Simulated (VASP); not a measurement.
# Si3SnSe4 (Pm-3m) in VASP: further runs, part 2 of 2

VASP 6.6.1.

## Step 4: Relaxation of cell and atoms, PBE

File INCAR:

```
SYSTEM = Si3SnSe4
PREC = Accurate
ENCUT = 600
EDIFF = 1E-7
ISMEAR = 0
SIGMA = 0.1
LREAL = .FALSE.
LASPH = .TRUE.
NELM = 100
ALGO = Normal
ISIF = 3
LWAVE = .FALSE.
LCHARG = .FALSE.
GGA = PE
IBRION = 2
NSW = 90
EDIFFG = -0.04
```

File KPOINTS:

```
regular mesh
0
G
  4 4 4
  0 0 0
```

File POSCAR:

```
Si3SnSe4
1.0
    5.1886435500      0.0000000000      0.0000000000
    0.0000000000      5.1886435500      0.0000000000
    0.0000000000      0.0000000000      5.1886435500
Si Sn Se
3 1 4
Direct
    0.0000000000      0.5000000000      0.5000000000
    0.5000000000      0.0000000000      0.5000000000
    0.5000000000      0.5000000000      0.0000000000
    0.5000000000      0.5000000000      0.5000000000
    0.5000000000      0.0000000000      0.0000000000
    0.0000000000      0.5000000000      0.0000000000
    0.0000000000      0.0000000000      0.5000000000
    0.0000000000      0.0000000000      0.0000000000
```

Potentials or basis: VASP PAW PBE potentials, release 64 (Si, Sn_d, Se).

Launch:

```bash
> cat potpaw_PBE.64/Si/POTCAR potpaw_PBE.64/Sn_d/POTCAR potpaw_PBE.64/Se/POTCAR > POTCAR
> mpirun -np 1 vasp_std > vasp.out
```

OUTCAR:

```text
SYSTEM = Si3SnSe4
   PREC = Accurate
   ENCUT = 600
   EDIFF = 1E-7
   ISMEAR = 0
   LREAL = .FALSE.
   LASPH = .TRUE.
   NELM = 100
   ISIF = 3
   GGA = PE
   IBRION = 2
   NSW = 90
   EDIFFG = -0.04

 ion  position               nearest neighbor table
   1  0.000  0.500  0.500-   4 2.59   6 2.59   7 2.59   6 2.59   7 2.59   4 2.59
   2  0.500  0.000  0.500-   4 2.59   5 2.59   7 2.59   5 2.59   4 2.59   7 2.59
   3  0.500  0.500  0.000-   4 2.59   5 2.59   6 2.59   4 2.59   5 2.59   6 2.59
   4  0.500  0.500  0.500-   1 2.59   2 2.59   3 2.59   3 2.59   2 2.59   1 2.59
   5  0.500  0.000  0.000-   2 2.59   3 2.59   8 2.59   2 2.59   3 2.59   8 2.59
   6  0.000  0.500  0.000-   1 2.59   3 2.59   8 2.59   1 2.59   8 2.59   3 2.59
   7  0.000  0.000  0.500-   1 2.59   2 2.59   8 2.59   8 2.59   1 2.59   2 2.59
   8  0.000  0.000  0.000-   5 2.59   6 2.59   7 2.59   7 2.59   6 2.59   5 2.59

  LATTYP: Found a simple cubic cell.
 ALAT       =     5.1886435500

  Lattice vectors:

 A1 = (   5.1886435500,   0.0000000000,   0.0000000000)
 A2 = (   0.0000000000,   5.1886435500,   0.0000000000)
 A3 = (   0.0000000000,   0.0000000000,   5.1886435500)

Analysis of symmetry for initial positions (statically):
=====================================================================
 Subroutine PRICEL returns:
 Original cell was already a primitive cell.

 Routine SETGRP: Setting up the symmetry group for a
 simple cubic supercell.

 Subroutine GETGRP returns: Found 48 space group operations
 (whereof 48 operations were pure point group operations)
 out of a pool of 48 trial point group operations.

The static configuration has the point symmetry O_h .

Analysis of symmetry for dynamics (positions and initial velocities):
=====================================================================
 Subroutine PRICEL returns:
 Original cell was already a primitive cell.

 Routine SETGRP: Setting up the symmetry group for a
 simple cubic supercell.

 Subroutine GETGRP returns: Found 48 space group operations
[... 124 lines left out ...]
   LORBIT       =      0    0 simple, 1 ext, 2 COOP (PROOUT), +10 PAW based schemes
   GGA     = PE    functional components
   LHFCALC =     F    Hartree Fock is set to
   AEXX    =    0.0000 exact exchange contribution
   IVDW    =     0    specifies the selected vdW correction
   LEPSILON=     F    determine dielectric tensor
   LRPA    =     F    only Hartree local field effects (RPA)
 conjugate gradient relaxation of ions
 non-spin polarized calculation
 Gauss-broadening in eV      SIGMA  =   0.10
  energy-cutoff  :      600.00
  volume of cell :      139.69
 maximum number of plane-waves:      4700
 NGX is ok and might be reduce to    42
   NGX = 21   NGY = 21   NGZ = 21

--------------------------------------- Ionic step        1  -------------------------------------------

 number of electron      49.9999993 magnetization

 Free energy of the ion-electron system (eV)
  ---------------------------------------------------
  ext. energy  EPLUGINS =         0.00000000
  ---------------------------------------------------
  free energy    TOTEN  =       -30.21280636 eV

  energy without entropy =      -30.16999558  energy(sigma->0) =      -30.19140097

------------------------ aborting loop because EDIFF is reached ----------------------------------------

  FORCE on cell =-STRESS in cart. coord.  units (eV):
  Direction    XX          YY          ZZ          XY          YZ          ZX
  --------------------------------------------------------------------------------------
  -------------------------------------------------------------------------------------
  Total       18.9475601     18.9475601     18.9475601     -0.0000000     -0.0000000      0.0000000
  in kB      217.3213355    217.3213355    217.3213355     -0.0000000     -0.0000000      0.0000000
  external PRESSURE =     217.3213355 kB  Pullay stress =       0.0000000 kB
[... 29 lines left out ...]
--------------------------------------- Ionic step        2  -------------------------------------------

 number of electron      49.9999992 magnetization

 E-fermi :   5.1173     XC(G=0):  -9.5456

 val. band max:        5.0200178791   @ k =   0.2500   0.0000   0.0000
 cond. band min:       5.1366856101   @ k =   0.5000   0.5000   0.5000
 fundamental gap:      0.1166677310
 Fermi energy:         5.1173215855

 k-point     1 :       0.0000    0.0000    0.0000
  band No.  band energies     occupation
      1     -16.2083      2.00000
      2     -16.2083      2.00000
      3     -16.1816      2.00000
      4     -16.1816      2.00000
      5     -16.1816      2.00000
      6      -9.9757      2.00000
[... 360 lines left out ...]
--------------------------------------- Ionic step        3  -------------------------------------------

 number of electron      50.0000002 magnetization

 Free energy of the ion-electron system (eV)
  ---------------------------------------------------
  ext. energy  EPLUGINS =         0.00000000
  ---------------------------------------------------
  free energy    TOTEN  =       -32.10227179 eV

  energy without entropy =      -32.05711553  energy(sigma->0) =      -32.07969366

 E-fermi :   6.3408     XC(G=0): -10.0265

 val. band max:        6.2699470650   @ k =   0.2500   0.0000   0.0000
 cond. band min:       6.3519665182   @ k =   0.5000   0.5000   0.2500
 fundamental gap:      0.0820194532
 Fermi energy:         6.3408357197

 k-point     1 :       0.0000    0.0000    0.0000
  band No.  band energies     occupation
      1     -14.9371      2.00000
      2     -14.9371      2.00000
      3     -14.8939      2.00000
      4     -14.8939      2.00000
      5     -14.8939      2.00000
      6      -9.6103      2.00000
[... 354 lines left out ...]
  FREE ENERGIE OF THE ION-ELECTRON SYSTEM (eV)
  ---------------------------------------------------
  free  energy   TOTEN  =       -32.1022717939 eV

  energy  without entropy=      -32.0571155280  energy(sigma->0) =      -32.07969366

 reached required accuracy - stopping structural energy minimisation
```

OSZICAR:

```text
N       E                     dE             d eps       ncg     rms          rms(c)
DAV:   1     0.438723903217E+03    0.43872E+03   -0.23663E+04   606   0.197E+03
DAV:   2     0.326825819859E+02   -0.40604E+03   -0.39101E+03   630   0.469E+02
DAV:   3    -0.278671427017E+02   -0.60550E+02   -0.57573E+02   764   0.142E+02
[... 64 lines left out ...]
DAV:   9    -0.321022742438E+02    0.14865E-04   -0.75355E-05   684   0.375E-02    0.105E-02
DAV:  10    -0.321022719184E+02    0.23254E-05   -0.10752E-05   820   0.142E-02    0.528E-03
DAV:  11    -0.321022719714E+02   -0.52996E-07   -0.26041E-06   660   0.778E-03    0.202E-03
DAV:  12    -0.321022717912E+02    0.18019E-06   -0.26175E-07   546   0.309E-03    0.558E-04
DAV:  13    -0.321022717939E+02   -0.27353E-08   -0.33708E-08   348   0.102E-03
   3 F= -.32102272E+02 E0= -.32079694E+02  d E =-.188947E+01
```

CONTCAR:

```text
Si3SnSe4
   1.00000000000000
     5.5697541322552775    0.0000000000000000    0.0000000000000000
    -0.0000000000000000    5.5697541322552775    0.0000000000000000
    -0.0000000000000000   -0.0000000000000000    5.5697541322552775
  Si              Sn              Se
     3     1     4
Direct
     0.0000000000000000    0.5000000000000000    0.5000000000000000
     0.5000000000000000    0.0000000000000000    0.5000000000000000
     0.5000000000000000    0.5000000000000000    0.0000000000000000
     0.5000000000000000    0.5000000000000000    0.5000000000000000
     0.5000000000000000    0.0000000000000000    0.0000000000000000
     0.0000000000000000    0.5000000000000000    0.0000000000000000
     0.0000000000000000    0.0000000000000000    0.5000000000000000
     0.0000000000000000    0.0000000000000000    0.0000000000000000

  0.00000000E+00  0.00000000E+00  0.00000000E+00
  0.00000000E+00  0.00000000E+00  0.00000000E+00
  0.00000000E+00  0.00000000E+00  0.00000000E+00
  0.00000000E+00  0.00000000E+00  0.00000000E+00
  0.00000000E+00  0.00000000E+00  0.00000000E+00
  0.00000000E+00  0.00000000E+00  0.00000000E+00
  0.00000000E+00  0.00000000E+00  0.00000000E+00
  0.00000000E+00  0.00000000E+00  0.00000000E+00
```

It took 2.4 min on 1 thread of Intel Xeon 6975P-C (Granite Rapids), shared host; peak memory 0.29 GiB.

Results:

- Free energy: -32.1023 eV
- Relaxed volume: 21.60 Å³/atom
- Relaxed cell: a = 5.570 Å, b = 5.570 Å, c = 5.570 Å, α = 90.00°, β = 90.00°, γ = 90.00°
- Space group after relaxing (to 0.1 Å): Pm-3m (No. 221)
- Energy gained by relaxing: 236.2 meV/atom
- Ionic steps: 3
- Pressure after relaxing: 0.0 GPa
- Band gap on the k mesh: zero (bands 25 and 26 overlap by 0.25 eV)

The path:
| step | energy change (eV) | largest force (eV/Å) | pressure (GPa) | volume (Å³) |
| --- | --- | --- | --- | --- |
| 1 | 0.0000 | 0.0000 | 21.73 | 139.69 |
| 2 | -1.4854 | 0.0000 | -5.67 | 193.25 |
| 3 | -1.8895 | 0.0000 | -0.02 | 172.79 |

Final structure:
```xyz
8
Lattice="5.5698 0.0000 0.0000 0.0000 5.5698 0.0000 0.0000 0.0000 5.5698" Properties=species:S:1:pos:R:3 pbc="T T T"
Si    0.0000    2.7849    2.7849
Si    2.7849    0.0000    2.7849
Si    2.7849    2.7849    0.0000
Sn    2.7849    2.7849    2.7849
Se    2.7849    0.0000    0.0000
Se    0.0000    2.7849    0.0000
Se    0.0000    0.0000    2.7849
Se    0.0000    0.0000    0.0000
```

Levels at points of the mesh, in eV from the Fermi level:
```tsv
k point	band 23	band 24	band 25	band 26	band 27	band 28
(0.00, 0.00, 0.00)	-1.54	-1.54	-1.54	2.01	2.01	2.01
(0.50, 0.00, 0.00)	-2.36	-0.99	-0.84	0.22	0.84	2.15
(0.50, 0.50, 0.00)	-1.06	-1.06	-0.70	-0.14	-0.14	0.86
(0.50, 0.50, 0.50)	-0.92	-0.92	-0.92	0.05	0.05	0.05
```

Caveat: the volume moved by over 15 % at a fixed basis, so the end points are rough; spin-orbit coupling is left out, which moves the levels of the heavy elements.

## Step 5: Single point, PBE

This run uses another cell than the first one, of 21.32 Å³/atom.

File INCAR:

```
PREC = Accurate ; ENCUT = 520
EDIFF = 1E-7 ; ISMEAR = 0
SIGMA = 0.2 ; LREAL = False
LASPH = True ; NELM = 100
ALGO = Fast ; ISIF = 2
LWAVE = False ; LCHARG = True
GGA = PE ; LELF = True
LVHAR = True ; NBANDS = 35
```

File KPOINTS:

```
regular mesh
0
Gamma
  4 4 4
```

File POSCAR:

```
Si3SnSe4
1.0
    5.5460501158      0.0000000000      0.0000000000
    0.0000000000      5.5460501158      0.0000000000
    0.0000000000      0.0000000000      5.5460501158
Si Sn Se
3 1 4
Direct
    0.0000000000      0.5000000000      0.5000000000
    0.5000000000      0.0000000000      0.5000000000
    0.5000000000      0.5000000000      0.0000000000
    0.5000000000      0.5000000000      0.5000000000
    0.5000000000      0.0000000000      1.0000000000
    1.0000000000      0.5000000000      0.0000000000
    0.0000000000      0.0000000000      0.5000000000
    0.0000000000      0.0000000000      0.0000000000
```

Launch:

```bash
> cat potpaw_PBE.64/Si/POTCAR potpaw_PBE.64/Sn_d/POTCAR potpaw_PBE.64/Se/POTCAR > POTCAR
> mpirun -np 1 vasp_std > vasp.out
```

It took 43 s on 1 thread of Intel Xeon 6975P-C (Granite Rapids), shared host; peak memory 0.28 GiB.

Results (log left out):

```
Free energy            : -32.1546 eV
Pressure               : 0.9 GPa
Band gap on the k mesh : zero (bands 25 and 26 overlap by 0.29 eV)
```

Levels at points of the mesh, in eV from the Fermi level:
| k point | band 22 | band 23 | band 24 | band 25 | band 26 | band 27 | band 28 | band 29 |
| --- | --- | --- | --- | --- | --- | --- | --- | --- |
| (0.00, 0.00, 0.00) | -1.93 | -1.52 | -1.52 | -1.52 | 2.12 | 2.12 | 2.12 | 2.17 |
| (0.50, 0.00, 0.00) | -2.36 | -2.36 | -0.94 | -0.77 | 0.26 | 0.88 | 2.26 | 2.26 |
| (0.50, 0.50, 0.00) | -2.70 | -1.02 | -1.02 | -0.65 | -0.11 | -0.11 | 0.92 | 0.99 |
| (0.50, 0.50, 0.50) | -2.38 | -0.88 | -0.88 | -0.88 | 0.09 | 0.09 | 0.09 | 0.41 |

Caveat: spin-orbit coupling is left out, which moves the levels of the heavy elements.

## Step 6: Summary

```csv
task,cell,cutoff (eV),smearing,gap on the mesh (eV),pressure (GPa)
single point,"a = 5.189 Å, 8 atoms",520,gaussian 0.1 eV,none,21.7
single point,"a = 5.564 Å, 8 atoms",520,gaussian 0.1 eV,none,0.2
relaxation of cell and atoms,"relaxed from a = 5.189 Å, 8 atoms",600,gaussian 0.1 eV,none,0.0
single point,"a = 5.546 Å, 8 atoms",520,gaussian 0.2 eV,none,0.9
```

Alike in all rows: level PBE; potentials or basis VASP PAW PBE potentials, release 64 (Si, Sn_d, Se); no spin polarisation; k mesh 4 × 4 × 4.

Caveats: spin-orbit coupling is left out, which moves the levels of the heavy elements; the cell stands under pressure (at least some runs); the volume moved by over 15 % at a fixed basis, so the end points are rough (at least some runs).

Absolute energies hang on the potentials; compare differences alone.
